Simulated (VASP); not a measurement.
# Si in VASP: further runs, part 3 of 4

VASP 6.6.1. The steps go on from the part before.

### 5 Single point, PBEsol

INCAR

```
PREC     = Accurate       # precision mode
ENCUT    = 520            # plane-wave cutoff, eV
EDIFF    = 1E-6           # SCF threshold, eV
ISMEAR   = -1             # smearing method
SIGMA    = 0.025          # smearing width, eV
LREAL    = False          # projectors in reciprocal space
LASPH    = True           # aspherical terms in the spheres
NELM     = 100            # most SCF steps
ALGO     = Normal         # electronic algorithm
ISIF     = 2              # what is computed and relaxed
LWAVE    = False          # write WAVECAR
LCHARG   = False          # write CHGCAR
LDIPOL   = True         
IDIPOL   = 3            
DIPOL    = 0.5 0.5 0.500
GGA      = PS             # functional
NBANDS   = 31             # bands
```

KPOINTS

```
Automatic mesh
0
Gamma
  9 9 1
```

POSCAR

```
Si
1.0
    3.8417168285      0.0000000000      0.0000000000
    0.0000000000      3.8417168285      0.0000000000
    0.0000000000      0.0000000000     27.2242680938
Si
10
Direct
    0.0000000000      0.5000000000      0.2754894998
    0.0000000000      0.0000000000      0.3253807221
    0.5000000000      0.0000000000      0.3752719443
    0.5000000000      0.5000000000      0.4251631666
    0.0000000000      0.5000000000      0.4750543889
    0.0000000000      0.0000000000      0.5249456111
    0.5000000000      0.0000000000      0.5748368334
    0.5000000000      0.5000000000      0.6247280557
    0.0000000000      0.5000000000      0.6746192779
    0.0000000000      0.0000000000      0.7245105002
```

Potentials or basis: VASP PAW PBE potentials, release 64 (Si).

Run with:

```
$ cat potpaw_PBE.64/Si/POTCAR > POTCAR
$ mpirun -np 1 vasp_std > vasp.out
```

OUTCAR:

```text
PREC = Accurate
   ENCUT = 520
   EDIFF = 1E-6
   ISMEAR = -1
   LREAL = False
   LASPH = True
   NELM = 100
   ISIF = 2
   GGA = PS

 ion  position               nearest neighbor table
   1  0.000  0.500  0.275-   2 2.35   2 2.35
   2  0.000  0.000  0.325-   3 2.35   3 2.35   1 2.35   1 2.35
   3  0.500  0.000  0.375-   2 2.35   2 2.35   4 2.35   4 2.35
   4  0.500  0.500  0.425-   3 2.35   5 2.35   3 2.35   5 2.35
   5  0.000  0.500  0.475-   6 2.35   6 2.35   4 2.35   4 2.35
   6  0.000  0.000  0.525-   5 2.35   5 2.35   7 2.35   7 2.35
   7  0.500  0.000  0.575-   6 2.35   8 2.35   8 2.35   6 2.35
   8  0.500  0.500  0.625-   9 2.35   9 2.35   7 2.35   7 2.35
   9  0.000  0.500  0.675-   8 2.35   8 2.35  10 2.35  10 2.35
  10  0.000  0.000  0.725-   9 2.35   9 2.35

  LATTYP: Found a simple tetragonal cell.
 ALAT       =     3.8417168285
 C/A-ratio  =     7.0864848476

  Lattice vectors:

 A1 = (   3.8417168285,   0.0000000000,   0.0000000000)
 A2 = (   0.0000000000,   3.8417168285,   0.0000000000)
 A3 = (   0.0000000000,   0.0000000000,  27.2242680938)

Analysis of symmetry for initial positions (statically):
=====================================================================
 Subroutine PRICEL returns:
 Original cell was already a primitive cell.

 Routine SETGRP: Setting up the symmetry group for a
 simple tetragonal supercell.

 Subroutine GETGRP returns: Found  8 space group operations
 (whereof  4 operations were pure point group operations)
 out of a pool of 16 trial point group operations.

The static configuration has the point symmetry C_2v.
 The point group associated with its full space group is D_2h.

Analysis of symmetry for dynamics (positions and initial velocities):
=====================================================================
 Subroutine PRICEL returns:
 Original cell was already a primitive cell.

 Routine SETGRP: Setting up the symmetry group for a
 simple tetragonal supercell.

 Subroutine GETGRP returns: Found  8 space group operations
 (whereof  4 operations were pure point group operations)
 out of a pool of 16 trial point group operations.

The dynamic configuration has the point symmetry C_2v.
 The point group associated with its full space group is D_2h.

 Subroutine INISYM returns: Found  8 space group operations
 (whereof  4 operations are pure point group operations),
 and found     1 'primitive' translations

----------------------------------------------------------------------------------------

                                     Primitive cell

  volume of cell :     401.7972

  direct lattice vectors                    reciprocal lattice vectors
     3.841716829  0.000000000  0.000000000     0.260300289  0.000000000  0.000000000
     0.000000000  3.841716829  0.000000000     0.000000000  0.260300289  0.000000000
     0.000000000  0.000000000 27.224268094     0.000000000  0.000000000  0.036731933

  length of vectors
     3.841716829  3.841716829 27.224268094     0.260300289  0.260300289  0.036731933

  position of ions in fractional coordinates (direct lattice)
     0.000000000  0.500000000  0.275489500
     0.000000000  0.000000000  0.325380722
     0.500000000  0.000000000  0.375271944
     0.500000000  0.500000000  0.425163167
     0.000000000  0.500000000  0.475054389
     0.000000000  0.000000000  0.524945611
     0.500000000  0.000000000  0.574836833
     0.500000000  0.500000000  0.624728056
     0.000000000  0.500000000  0.674619278
[... 75 lines left out ...]
 SYSTEM =  unknown system
   PREC   = accura    normal or accurate (medium, high low for compatibility)
   ISTART =      0    job   : 0-new  1-cont  2-samecut
   ICHARG =      2    charge: 1-file 2-atom 10-const
   ISPIN  =      1    spin polarized calculation?
   LNONCOLLINEAR =      F non collinear calculations
   LSORBIT =      F    spin-orbit coupling
   LASPH  =      T    aspherical Exc in radial PAW
   ENCUT  =  520.0 eV  38.22 Ry    6.18 a.u.   7.14  7.14 50.62*2*pi/ulx,y,z
   NELM   =    100;   NELMIN=  2; NELMDL= -5     # of ELM steps
   EDIFF  = 0.1E-05   stopping-criterion for ELM
   LREAL  =      F    real-space projection
   EDIFFG = 0.1E-04   stopping-criterion for IOM
   NSW    =      0    number of steps for IOM
   IBRION =     -1    ionic relax: 0-MD 1-quasi-New 2-CG
   NFREE  =      0    steps in history (QN), initial steepest desc. (CG)
   ISIF   =      2    stress and relaxation
   ISYM   =      2    0-nonsym 1-usesym 2-fastsym
   POTIM  = 0.5000    time-step for ionic-motion
   TEBEG  =    0.0;   TEEND  =   0.0 temperature during run
   PSTRESS=    0.0 pullay stress
   NELECT =      40.0000    total number of electrons
   NUPDOWN=      -1.0000    fix difference up-down
   EMIN   =  10.00;   EMAX   =-10.00  energy-range for DOS
   EFERMI =   0.00;   METHOD = LEGACY
   ISMEAR =    -1;   SIGMA  =   0.03  broadening in eV -4-tet -1-fermi 0-gaus
   EFERMI_NEDOS =   21; number of points for ismear=-14 and -15
   IALGO  =     38    algorithm
   IMIX   =      4    mixing-type and parameters
     AMIX     =   0.40;   BMIX     =  1.00
     AMIX_MAG =   1.60;   BMIX_MAG =  1.00
  volume/ion in A,a.u.               =      40.18       271.15
  Fermi-wavevector in a.u.,A,eV,Ry     =   0.758739  1.433809  7.832672  0.575685
  Thomas-Fermi vector in A             =   1.857377
   LORBIT       =      0    0 simple, 1 ext, 2 COOP (PROOUT), +10 PAW based schemes
   GGA     = PS    functional components
   LHFCALC =     F    Hartree Fock is set to
   AEXX    =    0.0000 exact exchange contribution
   IVDW    =     0    specifies the selected vdW correction
   LEPSILON=     F    determine dielectric tensor
   LRPA    =     F    only Hartree local field effects (RPA)
 non-spin polarized calculation
  energy-cutoff  :      520.00
  volume of cell :      401.80
 maximum number of plane-waves:     10854
 NGX is ok and might be reduce to    30
   NGX = 15   NGY = 15   NGZ =101

 dipolmoment           0.000000      0.000000     -0.000000 electrons x Angstroem

 number of electron      39.9999999 magnetization

 dipolmoment           0.000000      0.000000      0.000000 electrons x Angstroem

 Free energy of the ion-electron system (eV)
  ---------------------------------------------------
  ext. energy  EPLUGINS =         0.00000000
  ---------------------------------------------------
  free energy    TOTEN  =       -53.23859515 eV

  energy without entropy =      -53.22524064  energy(sigma->0) =      -53.23191789

 E-fermi :   0.0893     XC(G=0):  -5.4522

 val. band max:        0.0866813576   @ k =   0.3333   0.3333   0.0000
 cond. band min:       0.1081488811   @ k =   0.1111   0.1111   0.0000
 fundamental gap:      0.0214675235
 Fermi energy:         0.0892938090

 k-point     1 :       0.0000    0.0000    0.0000
  band No.  band energies     occupation
      1     -11.6024      2.00000
      2     -11.0643      2.00000
      3     -10.2916      2.00000
      4      -9.2674      2.00000
      5      -8.0185      2.00000
      6      -6.5826      2.00000
[... 805 lines left out ...]
     30       4.2177      0.00000
     31       4.6445      0.00000

 [... further k-points ...]

------------------------ aborting loop because EDIFF is reached ----------------------------------------

 vacuum level on the upper side and lower side of the slab       (xc-potential included)        -0.124        -0.124

  FORCE on cell =-STRESS in cart. coord.  units (eV):
  Direction    XX          YY          ZZ          XY          YZ          ZX
  --------------------------------------------------------------------------------------
  -------------------------------------------------------------------------------------
  Total       -3.9341844     -0.5042567     -0.5267447      0.0000000      0.0000000      0.0000000
  in kB      -15.6876679     -2.0107373     -2.1004089      0.0000000      0.0000000      0.0000000
  external PRESSURE =      -6.5996047 kB  Pullay stress =       0.0000000 kB

 VOLUME and BASIS-vectors are now :
 -----------------------------------------------------------------------------
  energy-cutoff  :      520.00
  volume of cell :      401.80
      direct lattice vectors                 reciprocal lattice vectors
     3.841716829  0.000000000  0.000000000     0.260300289  0.000000000  0.000000000
     0.000000000  3.841716829  0.000000000     0.000000000  0.260300289  0.000000000
     0.000000000  0.000000000 27.224268094     0.000000000  0.000000000  0.036731933

 POSITION                                       TOTAL-FORCE (eV/Angst)
 -----------------------------------------------------------------------------------
      0.00000      1.92086      7.50000         0.000000      0.000000      0.084732
      0.00000      0.00000      8.85825         0.000000      0.000000     -0.036743
      1.92086      0.00000     10.21650         0.000000      0.000000      0.030780
      1.92086      1.92086     11.57476         0.000000      0.000000     -0.096975
      0.00000      1.92086     12.93301         0.000000      0.000000      0.010313
      0.00000      0.00000     14.29126         0.000000      0.000000     -0.010313
      1.92086      0.00000     15.64951         0.000000      0.000000      0.096975
      1.92086      1.92086     17.00776         0.000000      0.000000     -0.030780
      0.00000      1.92086     18.36602         0.000000      0.000000      0.036743
      0.00000      0.00000     19.72427         0.000000      0.000000     -0.084732
 -----------------------------------------------------------------------------------
    total drift:                                0.000000     -0.000000      0.000000

  FREE ENERGIE OF THE ION-ELECTRON SYSTEM (eV)
  ---------------------------------------------------
  free  energy   TOTEN  =       -53.2385951486 eV

  energy  without entropy=      -53.2252406373  energy(sigma->0) =      -53.23191789

 vacuum level on the upper side and lower side of the slab         5.413         5.413
```

Run time: 7.6 min. Hardware: 1 thread of AMD EPYC 7R43 (Zen 3), shared host; peak memory 0.5 GiB.

Results:

```yaml
Free_energy: -53.2386 eV
Largest_force: 0.097 eV/Å
Band_gap_on_the_k_mesh: zero (bands 20 and 21 overlap by 0.90 eV)
```

Forces in eV/Å, atoms in the order of the input:
```
Si   0.000  0.000  0.085
Si   0.000  0.000 -0.037
Si   0.000  0.000  0.031
Si   0.000  0.000 -0.097
Si   0.000  0.000  0.010
Si   0.000  0.000 -0.010
Si   0.000  0.000  0.097
Si   0.000  0.000 -0.031
Si   0.000  0.000  0.037
Si   0.000  0.000 -0.085
```

Caveat: the PAW data sets were made with another functional, which shifts forces and pressure a little.

### 6 Relaxation of the atoms, PBEsol

This run uses another cell than the first one: it holds 6 atoms, not 10.

INCAR

```
SYSTEM = Si
PREC = Accurate ; ENCUT = 520
EDIFF = 1E-7 ; ISMEAR = 0
SIGMA = 0.05 ; LREAL = .FALSE.
LASPH = .TRUE. ; NELM = 60
ALGO = Fast ; ISIF = 2
LWAVE = .FALSE. ; LCHARG = .FALSE.
LDIPOL = .TRUE. ; IDIPOL = 3
DIPOL = 0.5 0.5 0.500 ; GGA = PS
IBRION = 2 ; NSW = 90
EDIFFG = -0.03
```

KPOINTS

```
regular mesh
0
G
  8 8 1
  0 0 0
```

POSCAR

```
Si
1.0
    3.8417168286      0.0000000000      0.0000000000
    0.0000000000      3.8417168286      0.0000000000
    0.0000000000      0.0000000000     23.7912600522
Si
6
Selective dynamics
Direct
    0.0000000000      0.5000000000      0.3572740570  F F F
    0.0000000000      0.0000000000      0.4143644342  F F F
    0.5000000000      0.0000000000      0.4714548114  F F F
    0.5000000000      0.5000000000      0.5285451886  T T T
    0.0000000000      0.5000000000      0.5856355658  T T T
    0.0000000000      0.0000000000      0.6427259430  T T T
```

Potentials or basis: VASP PAW PBE potentials, release 64 (Si).

Run with:

```
$ cat potpaw_PBE.64/Si/POTCAR > POTCAR
$ mpirun -np 1 vasp_std > vasp.out
```

OUTCAR:

```text
SYSTEM = Si
   PREC = Accurate
   ENCUT = 520
   EDIFF = 1E-7
   ISMEAR = 0
   LREAL = .FALSE.
   LASPH = .TRUE.
   NELM = 60
   ISIF = 2
   GGA = PS
   IBRION = 2
   NSW = 90
   EDIFFG = -0.03

 ion  position               nearest neighbor table
   1  0.000  0.500  0.357-   2 2.35   2 2.35
   2  0.000  0.000  0.414-   3 2.35   3 2.35   1 2.35   1 2.35
   3  0.500  0.000  0.471-   2 2.35   4 2.35   4 2.35   2 2.35
   4  0.500  0.500  0.529-   3 2.35   5 2.35   3 2.35   5 2.35
   5  0.000  0.500  0.586-   4 2.35   4 2.35   6 2.35   6 2.35
   6  0.000  0.000  0.643-   5 2.35   5 2.35

  LATTYP: Found a simple tetragonal cell.
 ALAT       =     3.8417168286
 C/A-ratio  =     6.1928718627

  Lattice vectors:

 A1 = (   3.8417168286,   0.0000000000,   0.0000000000)
 A2 = (   0.0000000000,   3.8417168286,   0.0000000000)
 A3 = (   0.0000000000,   0.0000000000,  23.7912600522)

Analysis of symmetry for initial positions (statically):
=====================================================================
 Subroutine PRICEL returns:
 Original cell was already a primitive cell.

 Routine SETGRP: Setting up the symmetry group for a
 simple tetragonal supercell.

 Subroutine GETGRP returns: Found  8 space group operations
 (whereof  4 operations were pure point group operations)
 out of a pool of 16 trial point group operations.

The static configuration has the point symmetry C_2v.
 The point group associated with its full space group is D_2h.

Analysis of symmetry for dynamics (positions and initial velocities):
=====================================================================
 Subroutine PRICEL returns:
 Original cell was already a primitive cell.

[... 177 lines left out ...]
  ---------------------------------------------------
  free energy    TOTEN  =       -30.36793290 eV

  energy without entropy =      -30.36401010  energy(sigma->0) =      -30.36597150

------------------------ aborting loop because EDIFF is reached ----------------------------------------

  FORCE on cell =-STRESS in cart. coord.  units (eV):
  Direction    XX          YY          ZZ          XY          YZ          ZX
  --------------------------------------------------------------------------------------
  -------------------------------------------------------------------------------------
  Total       -3.7179703     -0.5027563     -0.5622461      0.0000000      0.0000000      0.0000000
  in kB      -16.9647850     -2.2940347     -2.5654817      0.0000000      0.0000000      0.0000000
  external PRESSURE =      -7.2747671 kB  Pullay stress =       0.0000000 kB
[... 21 lines left out ...]
  FREE ENERGIE OF THE ION-ELECTRON SYSTEM (eV)
  ---------------------------------------------------
  free  energy   TOTEN  =       -30.3679329032 eV

  energy  without entropy=      -30.3640101024  energy(sigma->0) =      -30.36597150

 dipolmoment           0.000000      0.000000      0.001928 electrons x Angstroem

--------------------------------------- Ionic step        2  -------------------------------------------

 number of electron      24.0000000 magnetization

------------------------ aborting loop because EDIFF is reached ----------------------------------------
[... 75 lines left out ...]
--------------------------------------- Ionic step        4  -------------------------------------------

 number of electron      24.0000000 magnetization

 dipolmoment           0.000000      0.000000     -0.001399 electrons x Angstroem

 Free energy of the ion-electron system (eV)
  ---------------------------------------------------
  ext. energy  EPLUGINS =         0.00000000
  ---------------------------------------------------
  free energy    TOTEN  =       -30.36982566 eV

  energy without entropy =      -30.36593154  energy(sigma->0) =      -30.36787860

 E-fermi :  -1.5977     XC(G=0):  -4.0436

 val. band max:       -1.6057074343   @ k =   0.2500   0.0000   0.0000
 cond. band min:      -1.5604962667   @ k =   0.1250   0.1250   0.0000
 fundamental gap:      0.0452111676
 Fermi energy:        -1.5976634178

 k-point     1 :       0.0000    0.0000    0.0000
  band No.  band energies     occupation
      1     -12.9397      2.00000
      2     -11.7332      2.00000
      3      -9.9336      2.00000
      4      -7.6251      2.00000
      5      -4.9981      2.00000
      6      -3.8876      2.00000
[... 433 lines left out ...]
      3      -8.3154      2.00000
      4      -8.2981      2.00000
      5      -8.1283      2.00000
      6      -8.1119      2.00000
[... 8 lines left out ...]
     15       0.8900      0.00000
     16       0.9109      0.00000

 [... further k-points ...]

------------------------ aborting loop because EDIFF is reached ----------------------------------------

 vacuum level on the upper side and lower side of the slab       (xc-potential included)        -0.065        -0.046

  FORCE on cell =-STRESS in cart. coord.  units (eV):
  Direction    XX          YY          ZZ          XY          YZ          ZX
  --------------------------------------------------------------------------------------
  -------------------------------------------------------------------------------------
  Total       -3.8011555     -0.3139411     -0.4218751      0.0000000      0.0000000      0.0000000
  in kB      -17.3443518     -1.4324866     -1.9249803      0.0000000      0.0000000      0.0000000
  external PRESSURE =      -6.9006062 kB  Pullay stress =       0.0000000 kB
[... 21 lines left out ...]
  FREE ENERGIE OF THE ION-ELECTRON SYSTEM (eV)
  ---------------------------------------------------
  free  energy   TOTEN  =       -30.3698256610 eV

  energy  without entropy=      -30.3659315385  energy(sigma->0) =      -30.36787860

 reached required accuracy - stopping structural energy minimisation

 vacuum level on the upper side and lower side of the slab         3.682         3.703
```

CONTCAR:

```text
Si
   1.00000000000000
     3.8417168286000001    0.0000000000000000    0.0000000000000000
     0.0000000000000000    3.8417168286000001    0.0000000000000000
     0.0000000000000000    0.0000000000000000   23.7912600521999984
  Si
     6
Selective dynamics
Direct
     0.0000000000000000    0.5000000000000000    0.3572740569999979   F   F   F
     0.0000000000000000    0.0000000000000000    0.4143644342000030   F   F   F
     0.5000000000000000    0.0000000000000000    0.4714548114000010   F   F   F
     0.5000000000000000    0.5000000000000000    0.5285141623894587   T   T   T
     0.0000000000000000    0.5000000000000000    0.5860028769813981   T   T   T
     0.0000000000000000    0.0000000000000000    0.6421556647609709   T   T   T

  0.00000000E+00  0.00000000E+00  0.00000000E+00
  0.00000000E+00  0.00000000E+00  0.00000000E+00
  0.00000000E+00  0.00000000E+00  0.00000000E+00
  0.00000000E+00  0.00000000E+00  0.00000000E+00
  0.00000000E+00  0.00000000E+00  0.00000000E+00
  0.00000000E+00  0.00000000E+00  0.00000000E+00
```

It took 9.1 min on 1 thread of Oxide Virtual Turin-like, shared host; peak memory 0.44 GiB.

Results:

```
Free energy               : -30.3698 eV
Energy gained by relaxing : 0.3 meV/atom
Ionic steps               : 4
Band gap on the k mesh    : zero (bands 12 and 13 overlap by 1.05 eV)
```

The path:
```tsv
step	energy change (eV)	largest force on free atoms (eV/Å)	pressure (GPa)
1	0.0000	0.1674	-0.73
2	-0.0016	0.0729	-0.71
3	-0.0017	0.0411	-0.70
4	-0.0019	0.0292	-0.69
```

Final structure:
```xyz
6
Lattice="3.8417 0.0000 0.0000 0.0000 3.8417 0.0000 0.0000 0.0000 23.7913" Properties=species:S:1:pos:R:3 pbc="T T T"
Si    0.0000    1.9209    8.5000
Si    0.0000    0.0000    9.8583
Si    1.9209    0.0000   11.2165
Si    1.9209    1.9209   12.5740
Si    0.0000    1.9209   13.9417
Si    0.0000    0.0000   15.2777
```

Levels at points of the mesh, in eV from the Fermi level:
```csv
k point,band 9,band 10,band 11,band 12,band 13,band 14,band 15,band 16
"(0.00, 0.00, 0.00)",-1.10,-0.76,-0.24,0.46,1.21,1.24,1.72,2.28
"(0.50, 0.00, 0.00)",-0.92,-0.87,-0.75,-0.55,0.40,0.59,2.65,2.67
"(0.00, 0.50, 0.00)",-1.04,-1.02,-0.59,-0.59,2.48,2.52,2.52,2.52
"(0.50, 0.50, 0.00)",-2.99,-2.97,-0.60,-0.60,-0.59,-0.57,2.55,2.58
```

Caveat: the PAW data sets were made with another functional, which shifts forces and pressure a little.

(Part 3 of 4 ends here.)
